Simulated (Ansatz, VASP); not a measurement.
# Pt: VASP beside Ansatz

```
Pt
1.0
     2.84165    0.00000    0.00000
    -1.42083    2.46094    0.00000
     0.00000    0.00000    9.56036
Pt
4
Direct
  0.00000 0.00000 0.00000
  0.00000 0.00000 0.50000
  0.33333 0.66667 0.25000
  0.66667 0.33333 0.75000
```

Alike in both runs: functional BLYP; k mesh 13 × 13 × 4; occupations fermi-dirac, width 0.1 eV; no spin polarisation.

Ansatz relaxed the structure, and its values are those at the end. VASP's run is a single point on that final structure, the one shown.

```csv
,VASP,Ansatz
version,VASP 6.6.1,Ansatz 0.2.0
potentials or method,"VASP PAW PBE potentials, release 64 (Pt), cutoff 520 eV","plane waves (420 eV) with PAW, scalar-relativistic"
valence electrons in the cell,40,72
```

Ansatz gave:

| Property | Result |
| --- | --- |
| pressure (GPa) | 0.0 |

Which values does VASP return?

Pressure (GPa): 0.9.

VASP's potentials were made for PBE, not for BLYP. VASP's potentials hold 40 valence electrons a cell and Ansatz's 72, so a difference there can come from the potentials and not from the codes.

Spin-orbit coupling is off throughout.
